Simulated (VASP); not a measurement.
# Bi2Te2O (I4/mmm) in VASP: notebook

The runs below take Bi2Te2O through single point, relaxation of cell and atoms, with PBE.

Everything below comes from runs of VASP 6.6.1. Logs are shortened: lines on timing, memory, paths and dates and some standing lists are left out, and cuts for length are marked.

### 1 The cell of the first run

Symmetry: I4/mmm, No. 139, tetragonal system. The conventional cell has a = 4.422 Å, b = 4.422 Å, c = 16.865 Å, α = 90.00°, β = 90.00°, γ = 90.00°. Bi (site symmetry 4mm) has 1 O at 2.08 Å within 2.8 Å. Te (site symmetry 4mm) has 5 Bi at 3.20 to 3.59 Å and 4 O at 4.17 Å and 8 Te at 4.28 to 4.42 Å within 4.5 Å. Within 2.8 Å of O (site symmetry 4/mmm) lie 2 Bi at 2.08 Å.

The cell was generated, and may not be a known phase.

### 2 Single point, PBE

Contents of INCAR:

```
  ALGO = Normal
  EDIFF = 1E-6
  ENCUT = 520
  GGA = PE
  ISIF = 2
  ISMEAR = 0
  LASPH = T
  LCHARG = F
  LREAL = F
  LWAVE = F
  NBANDS = 32
  NELM = 80
  PREC = Accurate
  SIGMA = 0.15
```

Contents of KPOINTS:

```
k-points
0
Gamma
  4 4 4
```

Contents of POSCAR:

```
Bi2Te2O
1.0
   -2.2110631606      2.2110631606      8.4327050845
    2.2110631606     -2.2110631606      8.4327050845
    2.2110631606      2.2110631606     -8.4327050845
Bi Te O
2 2 1
Direct
    0.8765610877      0.8765610877      0.0000000000
    0.1234389123      0.1234389123      0.0000000000
    0.6635473749      0.6635473749      0.0000000000
    0.3364526251      0.3364526251      0.0000000000
    0.0000000000      0.0000000000      0.0000000000
```

Potentials or basis: VASP PAW PBE potentials, release 64 (Bi_d, Te, O).

On the command line:

```
> cat potpaw_PBE.64/Bi_d/POTCAR potpaw_PBE.64/Te/POTCAR potpaw_PBE.64/O/POTCAR > POTCAR
> mpirun -np 1 vasp_std > vasp.out
```

OUTCAR:

```text
EDIFF = 1E-6
   ENCUT = 520
   GGA = PE
   ISIF = 2
   ISMEAR = 0
   LASPH = T
   LREAL = F
   NELM = 80
   PREC = Accurate

 ion  position               nearest neighbor table
   1  0.877  0.877  0.000-   5 2.08   4 3.20   4 3.20   4 3.20   4 3.20   3 3.59
   2  0.123  0.123  0.000-   5 2.08   3 3.20   3 3.20   3 3.20   3 3.20   4 3.59
   3  0.664  0.664  0.000-   2 3.20   2 3.20   2 3.20   2 3.20   1 3.59
   4  0.336  0.336  0.000-   1 3.20   1 3.20   1 3.20   1 3.20   2 3.59
   5  0.000  0.000  0.000-   1 2.08   2 2.08

  LATTYP: Found a body centered tetragonal cell.
 ALAT       =     4.4221263212
 C/A-ratio  =     3.8138689273

  Lattice vectors:

 A1 = (  -2.2110631606,   2.2110631606,   8.4327050845)
 A2 = (   2.2110631606,  -2.2110631606,   8.4327050845)
 A3 = (   2.2110631606,   2.2110631606,  -8.4327050845)

Analysis of symmetry for initial positions (statically):
=====================================================================
 Subroutine PRICEL returns:
 Original cell was already a primitive cell.

 Routine SETGRP: Setting up the symmetry group for a
 body centered tetragonal supercell.

 Subroutine GETGRP returns: Found 16 space group operations
 (whereof 16 operations were pure point group operations)
 out of a pool of 16 trial point group operations.

The static configuration has the point symmetry D_4h.

Analysis of symmetry for dynamics (positions and initial velocities):
=====================================================================
 Subroutine PRICEL returns:
 Original cell was already a primitive cell.

 Routine SETGRP: Setting up the symmetry group for a
 body centered tetragonal supercell.

 Subroutine GETGRP returns: Found 16 space group operations
 (whereof 16 operations were pure point group operations)
 out of a pool of 16 trial point group operations.

The dynamic configuration has the point symmetry D_4h.

 Subroutine INISYM returns: Found 16 space group operations
 (whereof 16 operations are pure point group operations),
 and found     1 'primitive' translations

----------------------------------------------------------------------------------------

                                     Primitive cell

  volume of cell :     164.9032

  direct lattice vectors                    reciprocal lattice vectors
    -2.211063161  2.211063161  8.432705085     0.000000000  0.226135557  0.059292955
     2.211063161 -2.211063161  8.432705085     0.226135557  0.000000000  0.059292955
     2.211063161  2.211063161 -8.432705085     0.226135557  0.226135557  0.000000000

  length of vectors
     8.993782054  8.993782054  8.993782054     0.233779693  0.233779693  0.319803972

  position of ions in fractional coordinates (direct lattice)
     0.876561088  0.876561088  0.000000000
     0.123438912  0.123438912  0.000000000
     0.663547375  0.663547375  0.000000000
     0.336452625  0.336452625  0.000000000
     0.000000000  0.000000000  0.000000000

  ion indices of the primitive-cell ions
   primitive index   ion index
                 1           1
                 2           2
                 3           3
                 4           4
                 5           5

----------------------------------------------------------------------------------------

 KPOINTS: k-points

Automatic generation of k-mesh.
 Grid dimensions read from file:
 generate k-points for:    4    4    4

 Generating k-lattice:

  Cartesian coordinates                     Fractional coordinates (reciprocal lattice)
     0.000000000  0.056533889  0.014823239     0.250000000  0.000000000  0.000000000
     0.056533889  0.000000000  0.014823239     0.000000000  0.250000000  0.000000000
     0.056533889  0.056533889  0.000000000     0.000000000  0.000000000  0.250000000

  Length of vectors
     0.058444923  0.058444923  0.079950993

  Shift w.r.t. Gamma in fractional coordinates (k-lattice)
     0.000000000  0.000000000  0.000000000

 Subroutine IBZKPT returns following result:
 ===========================================

 Found     13 irreducible k-points:

 Following reciprocal coordinates:
            Coordinates               Weight
  0.000000  0.000000  0.000000      1.000000
  0.250000  0.000000 -0.000000      8.000000
  0.500000  0.000000 -0.000000      4.000000
  0.250000  0.250000 -0.000000      8.000000
  0.500000  0.250000 -0.000000     16.000000
 -0.250000  0.250000  0.000000      4.000000
  0.500000  0.500000 -0.000000      2.000000
  0.250000  0.250000  0.250000      2.000000
 -0.250000  0.250000  0.250000      4.000000
  0.500000  0.500000  0.250000      4.000000
 -0.250000  0.500000  0.250000      8.000000
 -0.250000 -0.250000  0.250000      2.000000
  0.500000  0.500000  0.500000      1.000000
   k-points           NKPTS =     13   k-points in BZ     NKDIM =     13   number of bands    NBANDS=     32
   number of dos      NEDOS =    301   number of ions     NIONS =      5
   total plane-waves  NPLWV = 343000
   dimension x,y,z NGX =    70 NGY =   70 NGZ =   70
   dimension x,y,z NGXF=   140 NGYF=  140 NGZF=  140
   ions per type =               2   2   1
   NGX,Y,Z   is equivalent  to a cutoff of  12.94, 12.94, 12.94 a.u.
   NGXF,Y,Z  is equivalent  to a cutoff of  25.88, 25.88, 25.88 a.u.
 SYSTEM =  unknown system
   PREC   = accura    normal or accurate (medium, high low for compatibility)
   ISTART =      0    job   : 0-new  1-cont  2-samecut
   ICHARG =      2    charge: 1-file 2-atom 10-const
   ISPIN  =      1    spin polarized calculation?
   LNONCOLLINEAR =      F non collinear calculations
   LSORBIT =      F    spin-orbit coupling
   LASPH  =      T    aspherical Exc in radial PAW
   ENCUT  =  520.0 eV  38.22 Ry    6.18 a.u.  16.72 16.72 16.72*2*pi/ulx,y,z
   NELM   =     80;   NELMIN=  2; NELMDL= -5     # of ELM steps
   EDIFF  = 0.1E-05   stopping-criterion for ELM
   LREAL  =      F    real-space projection
   EDIFFG = 0.1E-04   stopping-criterion for IOM
   NSW    =      0    number of steps for IOM
   IBRION =     -1    ionic relax: 0-MD 1-quasi-New 2-CG
   NFREE  =      0    steps in history (QN), initial steepest desc. (CG)
   ISIF   =      2    stress and relaxation
   ISYM   =      2    0-nonsym 1-usesym 2-fastsym
   POTIM  = 0.5000    time-step for ionic-motion
   TEBEG  =    0.0;   TEEND  =   0.0 temperature during run
   PSTRESS=    0.0 pullay stress
   NELECT =      48.0000    total number of electrons
   NUPDOWN=      -1.0000    fix difference up-down
   EMIN   =  10.00;   EMAX   =-10.00  energy-range for DOS
   EFERMI =   0.00;   METHOD = LEGACY
   ISMEAR =     0;   SIGMA  =   0.15  broadening in eV -4-tet -1-fermi 0-gaus
   EFERMI_NEDOS =   21; number of points for ismear=-14 and -15
   IALGO  =     38    algorithm
   IMIX   =      4    mixing-type and parameters
     AMIX     =   0.40;   BMIX     =  1.00
     AMIX_MAG =   1.60;   BMIX_MAG =  1.00
  volume/ion in A,a.u.               =      32.98       222.56
  Fermi-wavevector in a.u.,A,eV,Ry     =   1.084956  2.050270 16.015823  1.177130
  Thomas-Fermi vector in A             =   2.221058
   LORBIT       =      0    0 simple, 1 ext, 2 COOP (PROOUT), +10 PAW based schemes
   GGA     = PE    functional components
   LHFCALC =     F    Hartree Fock is set to
   AEXX    =    0.0000 exact exchange contribution
   IVDW    =     0    specifies the selected vdW correction
   LEPSILON=     F    determine dielectric tensor
   LRPA    =     F    only Hartree local field effects (RPA)
 non-spin polarized calculation
 Gauss-broadening in eV      SIGMA  =   0.15
  energy-cutoff  :      520.00
  volume of cell :      164.90
 maximum number of plane-waves:      4475
 NGX is ok and might be reduce to    70
   NGX = 33   NGY = 33   NGZ = 33

 number of electron      48.0000000 magnetization

 Free energy of the ion-electron system (eV)
  ---------------------------------------------------
  ext. energy  EPLUGINS =         0.00000000
  ---------------------------------------------------
  free energy    TOTEN  =       -21.05051183 eV

  energy without entropy =      -21.04900600  energy(sigma->0) =      -21.04975891

 E-fermi :   4.3577     XC(G=0):  -8.6628

 val. band max:        4.2207907047   @ k =   0.0000   0.0000   0.0000
 cond. band min:       4.5935533899   @ k =   0.5000   0.0000  -0.0000
 fundamental gap:      0.3727626851
 Fermi energy:         4.3576988343

 k-point     1 :       0.0000    0.0000    0.0000
  band No.  band energies     occupation
      1     -19.0148      2.00000
      2     -18.8342      2.00000
      3     -18.8330      2.00000
      4     -18.8329      2.00000
      5     -18.8231      2.00000
      6     -18.8227      2.00000
[... 24 lines left out ...]
     31       8.3076      0.00000
     32       8.6254      0.00000

 k-point     2 :       0.2500    0.0000   -0.0000
  band No.  band energies     occupation
      1     -19.0131      2.00000
      2     -18.8332      2.00000
      3     -18.8289      2.00000
      4     -18.8272      2.00000
      5     -18.8259      2.00000
      6     -18.8256      2.00000
[... 24 lines left out ...]
     31       9.4831      0.00000
     32       9.9337      0.00000

 k-point     3 :       0.5000    0.0000   -0.0000
  band No.  band energies     occupation
      1     -19.0116      2.00000
      2     -18.8326      2.00000
      3     -18.8287      2.00000
      4     -18.8285      2.00000
      5     -18.8247      2.00000
      6     -18.8212      2.00000
[... 24 lines left out ...]
     31      11.0267      0.00000
     32      11.2086      0.00000

 k-point     4 :       0.2500    0.2500   -0.0000
  band No.  band energies     occupation
      1     -19.0116      2.00000
      2     -18.8298      2.00000
      3     -18.8291      2.00000
      4     -18.8287      2.00000
      5     -18.8247      2.00000
      6     -18.8244      2.00000
[... 269 lines left out ...]
     31       9.6017      0.00000
     32      10.3761      0.00000

 k-point    12 :      -0.2500   -0.2500    0.2500
  band No.  band energies     occupation
      1     -19.0151      2.00000
      2     -18.8337      2.00000
      3     -18.8331      2.00000
      4     -18.8328      2.00000
      5     -18.8230      2.00000
      6     -18.8228      2.00000
[... 24 lines left out ...]
     31       8.7447      0.00000
     32       9.8052      0.00000

 k-point    13 :       0.5000    0.5000    0.5000
  band No.  band energies     occupation
      1     -19.0155      2.00000
      2     -18.8333      2.00000
      3     -18.8332      2.00000
      4     -18.8328      2.00000
      5     -18.8229      2.00000
      6     -18.8229      2.00000
[... 24 lines left out ...]
     31       8.8599      0.00000
     32      10.4920      0.00000

------------------------ aborting loop because EDIFF is reached ----------------------------------------

  FORCE on cell =-STRESS in cart. coord.  units (eV):
  Direction    XX          YY          ZZ          XY          YZ          ZX
  --------------------------------------------------------------------------------------
  -------------------------------------------------------------------------------------
  Total        0.0140605      0.0140605     -0.3206600      0.0000000      0.0000000      0.0000000
  in kB        0.1366103      0.1366103     -3.1154885      0.0000000      0.0000000      0.0000000
  external PRESSURE =      -0.9474226 kB  Pullay stress =       0.0000000 kB

 VOLUME and BASIS-vectors are now :
 -----------------------------------------------------------------------------
  energy-cutoff  :      520.00
  volume of cell :      164.90
      direct lattice vectors                 reciprocal lattice vectors
    -2.211063161  2.211063161  8.432705085     0.000000000  0.226135557  0.059292955
     2.211063161 -2.211063161  8.432705085     0.226135557  0.000000000  0.059292955
     2.211063161  2.211063161 -8.432705085     0.226135557  0.226135557  0.000000000

 POSITION                                       TOTAL-FORCE (eV/Angst)
 -----------------------------------------------------------------------------------
      0.00000      0.00000     14.78356        -0.000000     -0.000000     -0.016534
      0.00000      0.00000      2.08185         0.000000      0.000000      0.016534
      0.00000      0.00000     11.19100         0.000000      0.000000      0.019486
      0.00000      0.00000      5.67441         0.000000      0.000000     -0.019486
      0.00000      0.00000      0.00000        -0.000000     -0.000000     -0.000000
 -----------------------------------------------------------------------------------
    total drift:                                0.000000      0.000000     -0.000000

  FREE ENERGIE OF THE ION-ELECTRON SYSTEM (eV)
  ---------------------------------------------------
  free  energy   TOTEN  =       -21.0505118301 eV

  energy  without entropy=      -21.0490059991  energy(sigma->0) =      -21.04975891
```

Run time: 2.5 min. Hardware: 1 thread of Intel Xeon 6975P-C (Granite Rapids), shared host; peak memory 0.67 GiB.

What came out:

```
Free energy            : -21.0505 eV
Pressure               : -0.1 GPa
Largest force          : 0.019 eV/Å
Band gap on the k mesh : 0.37 eV (least direct gap 0.60 eV)
```

Forces on the atoms (eV/Å):
```
Bi   0.000  0.000 -0.017
Bi   0.000  0.000  0.017
Te   0.000  0.000  0.019
Te   0.000  0.000 -0.019
O    0.000  0.000  0.000
```

Stress tensor (GPa, compression positive):
```
 0.01  0.00  0.00
 0.00  0.01  0.00
 0.00  0.00 -0.31
```

Levels at points of the mesh, in eV from the valence-band top:
| k point | band 21 | band 22 | band 23 | band 24 | band 25 | band 26 | band 27 | band 28 |
| --- | --- | --- | --- | --- | --- | --- | --- | --- |
| (0.00, 0.00, 0.00) | -2.61 | -1.28 | -1.28 | 0.00 | 3.65 | 3.65 | 3.66 | 3.95 |
| (0.50, 0.00, 0.00) | -0.79 | -0.75 | -0.75 | -0.23 | 0.37 | 0.85 | 1.08 | 1.23 |
| (0.50, 0.50, 0.00) | -2.14 | -1.91 | -1.16 | -0.62 | 2.70 | 3.00 | 3.38 | 4.34 |
| (0.50, 0.50, 0.50) | -1.83 | -1.63 | -1.63 | -0.40 | 1.60 | 3.52 | 3.52 | 3.56 |

Caveat: spin-orbit coupling is left out, which moves the levels of the heavy elements. A k mesh can miss the band edges.

### 3 Relaxation of cell and atoms, PBE

This run uses another cell than the first one, of 34.14 Å³/atom.

Contents of INCAR:

```
SYSTEM = Bi2Te2O
PREC = Accurate
ENCUT = 600
EDIFF = 1E-7
ISMEAR = 0
SIGMA = 0.15
LREAL = .FALSE.
LASPH = .TRUE.
NELM = 80
ALGO = Normal
ISIF = 3
LWAVE = .FALSE.
LCHARG = .FALSE.
GGA = PE
IBRION = 2
NSW = 36
EDIFFG = -0.08
```

Contents of KPOINTS:

```
Automatic mesh
0
G
  3 3 3
  0 0 0
```

Contents of POSCAR:

```
Bi2Te2O
1.0
   -3.2455866300      3.2455866300      4.0511580900
    3.2455866300     -3.2455866300      4.0511580900
    3.2455866300      3.2455866300     -4.0511580900
Bi Te O
2 2 1
Direct
    0.5000000000      0.0000000000      0.5000000000
    0.0000000000      0.5000000000      0.5000000000
    0.7660997700      0.7660997700      0.0000000000
    0.2339002300      0.2339002300      0.0000000000
    0.0000000000      0.0000000000      0.0000000000
```

Potentials or basis: VASP PAW PBE potentials, release 64 (Bi_d, Te, O).

On the command line:

```
> cat potpaw_PBE.64/Bi_d/POTCAR potpaw_PBE.64/Te/POTCAR potpaw_PBE.64/O/POTCAR > POTCAR
> mpirun -np 1 vasp_std > vasp.out
```

OUTCAR:

```text
SYSTEM = Bi2Te2O
   PREC = Accurate
   ENCUT = 600
   EDIFF = 1E-7
   ISMEAR = 0
   LREAL = .FALSE.
   LASPH = .TRUE.
   NELM = 80
   ISIF = 3
   GGA = PE
   IBRION = 2
   NSW = 36
   EDIFFG = -0.08

 ion  position               nearest neighbor table
   1  0.500  0.000  0.500-   4 3.76   3 3.76   4 3.76   3 3.76
   2  0.000  0.500  0.500-   4 3.76   3 3.76   4 3.76   3 3.76
   3  0.766  0.766  0.000-   5 1.90   2 3.76   1 3.76   1 3.76   2 3.76
   4  0.234  0.234  0.000-   5 1.90   2 3.76   1 3.76   2 3.76   1 3.76
   5  0.000  0.000  0.000-   3 1.90   4 1.90

  LATTYP: Found a body centered tetragonal cell.
 ALAT       =     6.4911732600
 C/A-ratio  =     1.2482051943

  Lattice vectors:

 A1 = (  -3.2455866300,   3.2455866300,   4.0511580900)
 A2 = (   3.2455866300,  -3.2455866300,   4.0511580900)
 A3 = (   3.2455866300,   3.2455866300,  -4.0511580900)

Analysis of symmetry for initial positions (statically):
=====================================================================
 Subroutine PRICEL returns:
[... 151 lines left out ...]

 number of electron      48.0000002 magnetization

 Free energy of the ion-electron system (eV)
  ---------------------------------------------------
  ext. energy  EPLUGINS =         0.00000000
  ---------------------------------------------------
  free energy    TOTEN  =       -16.27453828 eV

  energy without entropy =      -16.17373785  energy(sigma->0) =      -16.22413807

------------------------ aborting loop because EDIFF is reached ----------------------------------------

  FORCE on cell =-STRESS in cart. coord.  units (eV):
  Direction    XX          YY          ZZ          XY          YZ          ZX
  --------------------------------------------------------------------------------------
  -------------------------------------------------------------------------------------
  Total       -4.4803910     -4.4803910      3.9885110      0.0000000     -0.0000000      0.0000000
  in kB      -42.0533794    -42.0533794     37.4365467      0.0000000     -0.0000000      0.0000000
  external PRESSURE =     -15.5567374 kB  Pullay stress =       0.0000000 kB
[... 680 lines left out ...]
     27       9.5332      0.00000
     28       9.5332      0.00000

[... ionic steps 4 to 12 ...]

--------------------------------------- Ionic step       13  -------------------------------------------

 number of electron      48.0000008 magnetization

------------------------ aborting loop because EDIFF is reached ----------------------------------------
[... 73 lines left out ...]
--------------------------------------- Ionic step       15  -------------------------------------------

 number of electron      47.9999998 magnetization

 Free energy of the ion-electron system (eV)
  ---------------------------------------------------
  ext. energy  EPLUGINS =         0.00000000
  ---------------------------------------------------
  free energy    TOTEN  =       -20.58776964 eV

  energy without entropy =      -20.57088072  energy(sigma->0) =      -20.57932518

 E-fermi :   6.2744     XC(G=0):  -9.6551

 val. band max:        6.1232945776   @ k =   0.3333   0.3333   0.0000
 cond. band min:       6.4934537455   @ k =  -0.3333  -0.3333   0.3333
 fundamental gap:      0.3701591680
 Fermi energy:         6.2743709880
[... 216 lines left out ...]
  FREE ENERGIE OF THE ION-ELECTRON SYSTEM (eV)
  ---------------------------------------------------
  free  energy   TOTEN  =       -20.5877696410 eV

  energy  without entropy=      -20.5708807208  energy(sigma->0) =      -20.57932518

 reached required accuracy - stopping structural energy minimisation
```

Run time: 6.7 min. Hardware: 1 thread of Intel Xeon 6975P-C (Granite Rapids), shared host; peak memory 0.39 GiB.

Results:

```
Free energy                           : -20.5878 eV
Relaxed volume                        : 27.76 Å³/atom
Relaxed cell                          : a = 6.716 Å, b = 6.716 Å, c = 6.716 Å, α = 137.07°, β = 137.07°, γ = 62.33°
Space group after relaxing (to 0.1 Å) : I4/mmm (No. 139)
Pressure after relaxing               : -0.2 GPa
Largest force after relaxing          : 0.079 eV/Å
Band gap on the k mesh                : zero (bands 24 and 25 overlap by 0.07 eV)
```

Forces in eV/Å, atoms in the order of the input:
```
Bi   0.000  0.000  0.000
Bi   0.000  0.000  0.000
Te   0.000  0.000 -0.079
Te   0.000  0.000  0.079
O    0.000  0.000  0.000
```

Final structure:
```yaml
crystal:
  lattice:
    - [-2.45733, 2.45733, 5.74649]
    - [2.45733, -2.45733, 5.74649]
    - [2.45733, 2.45733, -5.74649]
  atoms:
    - { symbol: Bi, position: [0.50000, 0.00000, 0.50000] }
    - { symbol: Bi, position: [0.00000, 0.50000, 0.50000] }
    - { symbol: Te, position: [0.68134, 0.68134, 0.00000] }
    - { symbol: Te, position: [0.31866, 0.31866, 0.00000] }
    - { symbol: O, position: [0.00000, 0.00000, 0.00000] }
```

Caveat: the k points lie up to 0.46 Å⁻¹ apart in the final cell; the volume moved by over 15 % at a fixed basis, so the end points are rough; spin-orbit coupling is left out, which moves the levels of the heavy elements; the relaxation stopped at a loose force limit of 0.08 eV/Å, so its end isn't a converged minimum.

[end of part 1 of 2]

The gap in the log of VASP goes by the Fermi energy; the results here count the filled bands.